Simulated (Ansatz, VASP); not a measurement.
**Two plane-wave programs on Yb**

The input INCAR:

```
ALGO = Normal
EDIFF = 1E-6
ENCUT = 520
GGA = PE
ISIF = 2
ISMEAR = -1
ISPIN = 2
LASPH = True
LCHARG = True
LELF = True
LMAXMIX = 6
LORBIT = 11
LREAL = False
LVHAR = True
LWAVE = False
MAGMOM = 1
NBANDS = 22
NELM = 150
NUPDOWN = 1.0
PREC = Accurate
SIGMA = 0.05
```

KPOINTS

```
k-points
0
Gamma
  7 7 7
```

Contents of POSCAR:

```
Yb
1.0
   -2.1514830000      2.1514830000      2.1514830000
    2.1514830000     -2.1514830000      2.1514830000
    2.1514830000      2.1514830000     -2.1514830000
Yb
1
Direct
    0.0000000000      0.0000000000      0.0000000000
```

Contents of input.yaml:

```yaml
crystal:
  lattice:
    - [-2.151483, 2.151483, 2.151483]
    - [2.151483, -2.151483, 2.151483]
    - [2.151483, 2.151483, -2.151483]
  atoms:
    - { symbol: Yb, position: [0.0, 0.0, 0.0], spin: 1.0 }
hamiltonian:
  xc: pbe
  pseudopotentials: { kind: paw }
magnetization:
  spin_polarized: true
  initial_magnetization: 1.0
  spin_locking: { lock_magnetization: hard }
kpoints:
  mp_grid: { grid: [7, 7, 7] }
scf:
  occupations: { method: fermi_dirac, width: 0.05 }
  lower_state_search: "off"
output:
  forces: true
  stress: true
  eigenvalues: true
```

Alike in both runs: task single point; functional PBE; k mesh 7 × 7 × 7; occupations fermi-dirac, width 0.05 eV; collinear spin; fixed moment 1 μB.

|  | VASP | Ansatz |
| --- | --- | --- |
| version | VASP 6.6.1 | Ansatz 0.2.0 |
| potentials or method | VASP PAW PBE potentials, release 64 (Yb) | Ansatz PAW |
| plane-wave cutoff (eV) | 520 | 420 |
| valence electrons in the cell | 24 | 24 |

```tsv
	VASP	Ansatz	Ansatz less VASP
pressure (GPa)	-1.4	-1.5	-0.09
net moment per atom (μB)	1.00	1.00	0.000
size of the moment on the site where the two differ most (μB)	0.45	0.57	+0.125
```

Site moments also hang on the region over which each program counts them. With one functional, cell and mesh, what is left measures potentials, basis and numerics.

Neither program's run includes spin-orbit coupling.
